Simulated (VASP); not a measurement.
# MgO in VASP: a series of runs

MgO is run at these levels: HSE06; tasks: single point.

All numbers are computed with VASP 6.6.1; they aren't measurements. Logs are shortened: lines on timing, memory, paths and dates and some standing lists are left out, and cuts for length are marked.

## 1. The cell of the first run

Symmetry: R-3m, No. 166, trigonal system. Conventional cell: a = 3.777 Å, b = 3.777 Å, c = 4.299 Å, α = 90.00°, β = 90.00°, γ = 120.00°. Mg (site symmetry -3m) has 8 O at 2.15 to 2.30 Å and 6 Mg at 2.61 Å within 2.8 Å. Within 2.8 Å of O (site symmetry -3m) lie 8 Mg at 2.15 to 2.30 Å and 6 O at 2.61 Å.

## 2. Single point, HSE06 (epitaxial 111 strain +1.8%)

POSCAR

```
MgO
1.0
    2.6079589253     -0.0628728224     -0.0628728224
   -0.0628728224      2.6079589253     -0.0628728224
   -0.0628728224     -0.0628728224      2.6079589253
Mg O
1 1
Direct
    0.0000000000      0.0000000000      0.0000000000
    0.5000000000      0.5000000000      0.5000000000
```

INCAR.step1

```
PREC = Accurate
ENCUT = 520
EDIFF = 1E-5
ISMEAR = 0
SIGMA = 0.01
LREAL = False
LASPH = True
NELM = 60
ALGO = Normal
ISIF = 2
LWAVE = True
NBANDS = 11
GGA = PE
```

INCAR.step2

```
PREC = Accurate
ENCUT = 520
EDIFF = 1E-6
ISMEAR = 0
SIGMA = 0.01
LREAL = False
LASPH = True
NELM = 60
ALGO = Normal
ISIF = 2
LWAVE = False
LCHARG = True
GGA = PE
LHFCALC = True
HFSCREEN = 0.2079
PRECFOCK = Normal
LELF = True
LVHAR = True
NBANDS = 11
ISTART = 1
```

KPOINTS

```
regular mesh
0
Gamma
  6 6 6
```

Potentials or basis: VASP PAW PBE potentials, release 64 (Mg, O).

The run is started by

```bash
cat potpaw_PBE.64/Mg/POTCAR potpaw_PBE.64/O/POTCAR > POTCAR
cp INCAR.step1 INCAR
mpirun -np 1 vasp_std > vasp.out
cp INCAR.step2 INCAR
mpirun -np 1 vasp_std > vasp.out
```

OUTCAR:

```text
PREC = Accurate
   ENCUT = 520
   EDIFF = 1E-6
   ISMEAR = 0
   LREAL = False
   LASPH = True
   NELM = 60
   ISIF = 2
   GGA = PE
   LHFCALC = True
   HFSCREEN = 0.2079
   PRECFOCK = Normal
   ISTART = 1

 ion  position               nearest neighbor table
   1  0.000  0.000  0.000-   2 2.15   2 2.15   2 2.30   2 2.30   2 2.30   2 2.30   2 2.30   2 2.30

   2  0.500  0.500  0.500-   1 2.15   1 2.15   1 2.30   1 2.30   1 2.30   1 2.30   1 2.30   1 2.30

  LATTYP: Found a trigonal (rhomboedric) cell.
 ALAT       =     2.6094742267
 COS(alpha) =    -0.0475796092

  Lattice vectors:

 A1 = (   2.6079589253,  -0.0628728224,  -0.0628728224)
 A2 = (  -0.0628728224,   2.6079589253,  -0.0628728224)
 A3 = (  -0.0628728224,  -0.0628728224,   2.6079589253)

Analysis of symmetry for initial positions (statically):
=====================================================================
 Subroutine PRICEL returns:
 Original cell was already a primitive cell.

 Routine SETGRP: Setting up the symmetry group for a
 trigonal (rhombohedral) supercell.

 Subroutine GETGRP returns: Found 12 space group operations
 (whereof 12 operations were pure point group operations)
 out of a pool of 12 trial point group operations.

The static configuration has the point symmetry D_3d.

Analysis of symmetry for dynamics (positions and initial velocities):
=====================================================================
 Subroutine PRICEL returns:
 Original cell was already a primitive cell.

 Routine SETGRP: Setting up the symmetry group for a
 trigonal (rhombohedral) supercell.

 Subroutine GETGRP returns: Found 12 space group operations
 (whereof 12 operations were pure point group operations)
 out of a pool of 12 trial point group operations.

The dynamic configuration has the point symmetry D_3d.

 Subroutine INISYM returns: Found 12 space group operations
 (whereof 12 operations are pure point group operations),
 and found     1 'primitive' translations

----------------------------------------------------------------------------------------

                                     Primitive cell

  volume of cell :      17.7065

  direct lattice vectors                    reciprocal lattice vectors
     2.607958925 -0.062872822 -0.062872822     0.383898888  0.009483690  0.009483690
    -0.062872822  2.607958925 -0.062872822     0.009483690  0.383898888  0.009483690
    -0.062872822 -0.062872822  2.607958925     0.009483690  0.009483690  0.383898888

  length of vectors
     2.609474227  2.609474227  2.609474227     0.384133098  0.384133098  0.384133098

  position of ions in fractional coordinates (direct lattice)
     0.000000000  0.000000000  0.000000000
     0.500000000  0.500000000  0.500000000

  ion indices of the primitive-cell ions
   primitive index   ion index
                 1           1
                 2           2

----------------------------------------------------------------------------------------

 KPOINTS: regular mesh

Automatic generation of k-mesh.
 Grid dimensions read from file:
 generate k-points for:    6    6    6

 Generating k-lattice:

  Cartesian coordinates                     Fractional coordinates (reciprocal lattice)
     0.063983148  0.001580615  0.001580615     0.166666667 -0.000000000 -0.000000000
     0.001580615  0.063983148  0.001580615    -0.000000000  0.166666667 -0.000000000
     0.001580615  0.001580615  0.063983148    -0.000000000 -0.000000000  0.166666667

  Length of vectors
     0.064022183  0.064022183  0.064022183

  Shift w.r.t. Gamma in fractional coordinates (k-lattice)
     0.000000000  0.000000000  0.000000000

 Subroutine IBZKPT returns following result:
 ===========================================

 Found     32 irreducible k-points:

 Following reciprocal coordinates:
            Coordinates               Weight
  0.000000  0.000000  0.000000      1.000000
  0.166667  0.000000  0.000000      6.000000
  0.333333 -0.000000  0.000000      6.000000
  0.500000  0.000000  0.000000      3.000000
  0.166667  0.166667  0.000000      6.000000
  0.333333  0.166667 -0.000000     12.000000
[... 16 lines left out ...]
  0.500000  0.500000  0.166667      6.000000
 -0.333333  0.500000  0.166667     12.000000
 [... further k-points ...]
   k-points           NKPTS =     32   k-points in BZ     NKDIM =    216   number of bands    NBANDS=     11
   number of dos      NEDOS =    301   number of ions     NIONS =      2
   total plane-waves  NPLWV =   8000
   dimension x,y,z NGX =    20 NGY =   20 NGZ =   20
   dimension x,y,z NGXF=    40 NGYF=   40 NGZF=   40
   ions per type =               1   1
   NGX,Y,Z   is equivalent  to a cutoff of  12.74, 12.74, 12.74 a.u.
   NGXF,Y,Z  is equivalent  to a cutoff of  25.48, 25.48, 25.48 a.u.
 SYSTEM =  unknown system
   PREC   = accura    normal or accurate (medium, high low for compatibility)
   ISTART =      1    job   : 0-new  1-cont  2-samecut
   ICHARG =      0    charge: 1-file 2-atom 10-const
   ISPIN  =      1    spin polarized calculation?
   LNONCOLLINEAR =      F non collinear calculations
   LSORBIT =      F    spin-orbit coupling
   LASPH  =      T    aspherical Exc in radial PAW
   ENCUT  =  520.0 eV  38.22 Ry    6.18 a.u.   4.85  4.85  4.85*2*pi/ulx,y,z
   NELM   =     60;   NELMIN=  2; NELMDL=  0     # of ELM steps
   EDIFF  = 0.1E-05   stopping-criterion for ELM
   LREAL  =      F    real-space projection
   EDIFFG = 0.1E-04   stopping-criterion for IOM
   NSW    =      0    number of steps for IOM
   IBRION =     -1    ionic relax: 0-MD 1-quasi-New 2-CG
   NFREE  =      0    steps in history (QN), initial steepest desc. (CG)
   ISIF   =      2    stress and relaxation
   ISYM   =      3    0-nonsym 1-usesym 2-fastsym
   POTIM  = 0.5000    time-step for ionic-motion
   TEBEG  =    0.0;   TEEND  =   0.0 temperature during run
   PSTRESS=    0.0 pullay stress
   NELECT =       8.0000    total number of electrons
   NUPDOWN=      -1.0000    fix difference up-down
   EMIN   =  10.00;   EMAX   =-10.00  energy-range for DOS
   EFERMI =   0.00;   METHOD = LEGACY
   ISMEAR =     0;   SIGMA  =   0.01  broadening in eV -4-tet -1-fermi 0-gaus
   EFERMI_NEDOS =   21; number of points for ismear=-14 and -15
   IALGO  =     38    algorithm
   IMIX   =      1    mixing-type and parameters
     AMIX     =   0.40;   BMIX     =  1.00
     AMIX_MAG =   1.60;   BMIX_MAG =  1.00
  volume/ion in A,a.u.               =       8.85        59.74
  Fermi-wavevector in a.u.,A,eV,Ry     =   1.256206  2.373885 21.470713  1.578053
  Thomas-Fermi vector in A             =   2.389925
   LORBIT       =      0    0 simple, 1 ext, 2 COOP (PROOUT), +10 PAW based schemes
   GGA     = PE    functional components
   LHFCALC =     T    Hartree Fock is set to
   PRECFOCK=normal    Normal, Fast or Accurate (Low or Medium for compatibility)
   ENCUT4O =  -1.0   cutoff for four orbital integrals eV
   NKREDX  =     1    reduce k-point grid by
   NKREDY  =     1    reduce k-point grid by
   NKREDZ  =     1    reduce k-point grid by
   AEXX    =    0.2500 exact exchange contribution
   HFSCREEN=    0.2079 screening length (either q_TF or 0.3 A-1)
   HFSCREENC=   0.2079 screening length for correlation (either q_TF or 0.3 A-1)
   ENCUTFOCK=  -1.0 apply spherical cutoff to Coloumb kernel
   IVDW    =     0    specifies the selected vdW correction
   LEPSILON=     F    determine dielectric tensor
   LRPA    =     F    only Hartree local field effects (RPA)
 non-spin polarized calculation
 Gauss-broadening in eV      SIGMA  =   0.01
  energy-cutoff  :      520.00
  volume of cell :       17.71
 maximum number of plane-waves:       487
  NGX = 16; NGY = 16; NGZ = 16

 number of electron       8.0000008 magnetization

 Free energy of the ion-electron system (eV)
  ---------------------------------------------------
  ext. energy  EPLUGINS =         0.00000000
  ---------------------------------------------------
  free energy    TOTEN  =       -12.62137612 eV

  energy without entropy =      -12.62137612  energy(sigma->0) =      -12.62137612

 E-fermi :   4.2210     XC(G=0):  -9.3912

 val. band max:        4.1367801316   @ k =   0.5000   0.5000   0.0000
 cond. band min:       8.5270697291   @ k =   0.0000   0.0000   0.0000
 fundamental gap:      4.3902895975
 Fermi energy:         4.2210027306

 k-point     1 :       0.0000    0.0000    0.0000
  band No.  band energies     occupation
      1     -16.2290      2.00000
      2       2.7597      2.00000
      3       3.1928      2.00000
      4       3.1928      2.00000
      5       8.5271      0.00000
      6      16.4671      0.00000
      7      16.4671      0.00000
      8      26.7791      0.00000
      9      26.7791      0.00000
     10      28.5140      0.00000
     11      33.7405      0.00000

 k-point     2 :       0.1667    0.0000    0.0000
  band No.  band energies     occupation
      1     -15.9367      2.00000
      2       1.0321      2.00000
      3       3.0266      2.00000
      4       3.3101      2.00000
      5       9.8966      0.00000
      6      17.0505      0.00000
      7      17.0859      0.00000
      8      26.3041      0.00000
      9      26.7604      0.00000
     10      28.2630      0.00000
     11      30.9704      0.00000

 k-point     3 :       0.3333   -0.0000    0.0000
  band No.  band energies     occupation
      1     -15.2696      2.00000
      2      -1.7587      2.00000
      3       3.2317      2.00000
      4       3.5564      2.00000
      5      11.8919      0.00000
      6      16.8907      0.00000
      7      18.8794      0.00000
      8      24.8798      0.00000
      9      25.5140      0.00000
     10      27.2470      0.00000
     11      30.3569      0.00000
[... 267 lines left out ...]
 k-point    23 :       0.5000    0.5000    0.1667
  band No.  band energies     occupation
      1     -13.7210      2.00000
      2      -0.9454      2.00000
      3      -0.6278      2.00000
      4       2.9703      2.00000
      5      11.4007      0.00000
      6      16.7971      0.00000
      7      17.6911      0.00000
      8      21.1761      0.00000
      9      25.3519      0.00000
     10      26.4274      0.00000
     11      28.5255      0.00000

 k-point    24 :      -0.3333    0.5000    0.1667
  band No.  band energies     occupation
      1     -13.9915      2.00000
      2      -1.3477      2.00000
      3       0.1990      2.00000
      4       2.7949      2.00000
      5      12.7162      0.00000
      6      16.3258      0.00000
      7      17.4615      0.00000
      8      21.9387      0.00000
      9      24.9076      0.00000
     10      26.4408      0.00000
     11      29.6186      0.00000

 [... further k-points ...]

------------------------ aborting loop because EDIFF is reached ----------------------------------------

  FORCE on cell =-STRESS in cart. coord.  units (eV):
  Direction    XX          YY          ZZ          XY          YZ          ZX
  --------------------------------------------------------------------------------------
  -------------------------------------------------------------------------------------
  Total        0.2999144      0.2999144      0.2999144     -0.2201210     -0.2201210     -0.2201210
  in kB       27.1378715     27.1378715     27.1378715    -19.9177363    -19.9177363    -19.9177363
  external PRESSURE =      27.1378715 kB  Pullay stress =       0.0000000 kB

 VOLUME and BASIS-vectors are now :
 -----------------------------------------------------------------------------
  energy-cutoff  :      520.00
  volume of cell :       17.71
      direct lattice vectors                 reciprocal lattice vectors
     2.607958925 -0.062872822 -0.062872822     0.383898888  0.009483690  0.009483690
    -0.062872822  2.607958925 -0.062872822     0.009483690  0.383898888  0.009483690
    -0.062872822 -0.062872822  2.607958925     0.009483690  0.009483690  0.383898888

 POSITION                                       TOTAL-FORCE (eV/Angst)
 -----------------------------------------------------------------------------------
      0.00000      0.00000      0.00000        -0.000000      0.000000      0.000000
      1.24111      1.24111      1.24111         0.000000     -0.000000      0.000000
 -----------------------------------------------------------------------------------
    total drift:                               -0.000172     -0.000262     -0.000171

  FREE ENERGIE OF THE ION-ELECTRON SYSTEM (eV)
  ---------------------------------------------------
  free  energy   TOTEN  =       -12.6213761180 eV

  energy  without entropy=      -12.6213761180  energy(sigma->0) =      -12.62137612
```

Wall time 8.2 min (1 thread of Intel Xeon Platinum 8488C (Sapphire Rapids), shared host); peak memory 0.24 GiB.

What came out:

- Free energy: -12.6214 eV
- Pressure: 2.7 GPa
- Band gap on the k mesh: 4.39 eV, indirect (least direct gap 5.33 eV)

Caveat: the cell differs from its parent crystal (epitaxial 111 strain +1.8%); the PAW data sets were made with another functional, which shifts forces and pressure a little. A k mesh can miss the band edges.

## 3. Single point, HSE06 (epitaxial xy strain -1.2%)

POSCAR

```
MgO
1.0
    2.5918689390      0.0000000000      0.0000000000
    0.0000000000      2.5918689390      0.0000000000
    0.0000000000      0.0000000000      2.6163929594
Mg O
1 1
Direct
    0.0000000000      0.0000000000      0.0000000000
    0.5000000000      0.5000000000      0.5000000000
```

INCAR.step1

```
PREC = Accurate
ENCUT = 520
EDIFF = 1E-5
ISMEAR = 0
SIGMA = 0.01
LREAL = F
LASPH = T
NELM = 100
ALGO = Normal
ISIF = 2
LWAVE = T
GGA = PE
NBANDS = 11
```

INCAR.step2

```
PREC = Accurate
ENCUT = 520
EDIFF = 1E-7
ISMEAR = 0
SIGMA = 0.01
LREAL = F
LASPH = T
NELM = 100
ALGO = Normal
ISIF = 2
LWAVE = F
LCHARG = T
GGA = PE
LHFCALC = T
HFSCREEN = 0.2079
PRECFOCK = Normal
LELF = T
LVHAR = T
ISTART = 1
NBANDS = 11
```

KPOINTS

```
Automatic mesh
0
Gamma
  6 6 6
```

Potentials or basis: VASP PAW PBE potentials, release 64 (Mg, O).

The run is started by

```bash
cat potpaw_PBE.64/Mg/POTCAR potpaw_PBE.64/O/POTCAR > POTCAR
cp INCAR.step1 INCAR
mpirun -np 1 vasp_std > vasp.out
cp INCAR.step2 INCAR
mpirun -np 1 vasp_std > vasp.out
```

OUTCAR:

```text
PREC = Accurate
   ENCUT = 520
   EDIFF = 1E-7
   ISMEAR = 0
   LREAL = F
   LASPH = T
   NELM = 100
   ISIF = 2
   GGA = PE
   LHFCALC = T
   HFSCREEN = 0.2079
   PRECFOCK = Normal
   ISTART = 1

 ion  position               nearest neighbor table
   1  0.000  0.000  0.000-   2 2.25   2 2.25   2 2.25   2 2.25   2 2.25   2 2.25   2 2.25   2 2.25

   2  0.500  0.500  0.500-   1 2.25   1 2.25   1 2.25   1 2.25   1 2.25   1 2.25   1 2.25   1 2.25

  LATTYP: Found a simple tetragonal cell.
 ALAT       =     2.5918689390
 C/A-ratio  =     1.0094619061

  Lattice vectors:

 A1 = (   2.5918689390,   0.0000000000,   0.0000000000)
 A2 = (   0.0000000000,   2.5918689390,   0.0000000000)
 A3 = (   0.0000000000,   0.0000000000,   2.6163929594)

Analysis of symmetry for initial positions (statically):
=====================================================================
 Subroutine PRICEL returns:
 Original cell was already a primitive cell.

 Routine SETGRP: Setting up the symmetry group for a
 simple tetragonal supercell.

[... 183 lines left out ...]
  band No.  band energies     occupation
      1     -16.1998      2.00000
      2       3.0247      2.00000
      3       3.1716      2.00000
      4       3.1716      2.00000
      5       8.6727      0.00000
      6      16.4098      0.00000
      7      16.5935      0.00000
      8      27.3469      0.00000
      9      27.6272      0.00000
     10      27.6272      0.00000
     11      34.3061      0.00000
[... 309 lines left out ...]
 k-point    24 :       0.5000    0.0000    0.3333
  band No.  band energies     occupation
      1     -14.1335      2.00000
      2      -1.5978      2.00000
      3      -0.0466      2.00000
      4       4.1267      2.00000
      5      12.2697      0.00000
      6      16.8373      0.00000
      7      18.9561      0.00000
      8      22.0839      0.00000
      9      25.6614      0.00000
     10      26.8455      0.00000
     11      31.2939      0.00000

 [... further k-points ...]

------------------------ aborting loop because EDIFF is reached ----------------------------------------

  FORCE on cell =-STRESS in cart. coord.  units (eV):
  Direction    XX          YY          ZZ          XY          YZ          ZX
  --------------------------------------------------------------------------------------
  -------------------------------------------------------------------------------------
  Total        0.6099027      0.6099027     -0.1391329      0.0000000      0.0000000     -0.0000000
  in kB       55.5958142     55.5958142    -12.6826927      0.0000000      0.0000000     -0.0000000
  external PRESSURE =      32.8363119 kB  Pullay stress =       0.0000000 kB

 VOLUME and BASIS-vectors are now :
 -----------------------------------------------------------------------------
  energy-cutoff  :      520.00
  volume of cell :       17.58
      direct lattice vectors                 reciprocal lattice vectors
     2.591868939  0.000000000  0.000000000     0.385821978  0.000000000  0.000000000
     0.000000000  2.591868939  0.000000000     0.000000000  0.385821978  0.000000000
     0.000000000  0.000000000  2.616392959     0.000000000  0.000000000  0.382205584

 POSITION                                       TOTAL-FORCE (eV/Angst)
 -----------------------------------------------------------------------------------
      0.00000      0.00000      0.00000         0.000000      0.000000      0.000000
      1.29593      1.29593      1.30820         0.000000      0.000000      0.000000
 -----------------------------------------------------------------------------------
    total drift:                               -0.000001     -0.000000      0.000001

  FREE ENERGIE OF THE ION-ELECTRON SYSTEM (eV)
  ---------------------------------------------------
  free  energy   TOTEN  =       -12.5978311642 eV

  energy  without entropy=      -12.5978311642  energy(sigma->0) =      -12.59783116
```

Wall time 13 min (1 thread of Intel Xeon Platinum 8488C (Sapphire Rapids), shared host); peak memory 0.24 GiB.

Results:

```yaml
Free_energy: -12.5978 eV
Pressure: 3.3 GPa
Band_gap_on_the_k_mesh: 4.38 eV, indirect (least direct gap 5.50 eV)
```

Caveat: the cell differs from its parent crystal (epitaxial xy strain -1.2%); the PAW data sets were made with another functional, which shifts forces and pressure a little. A k mesh can miss the band edges.
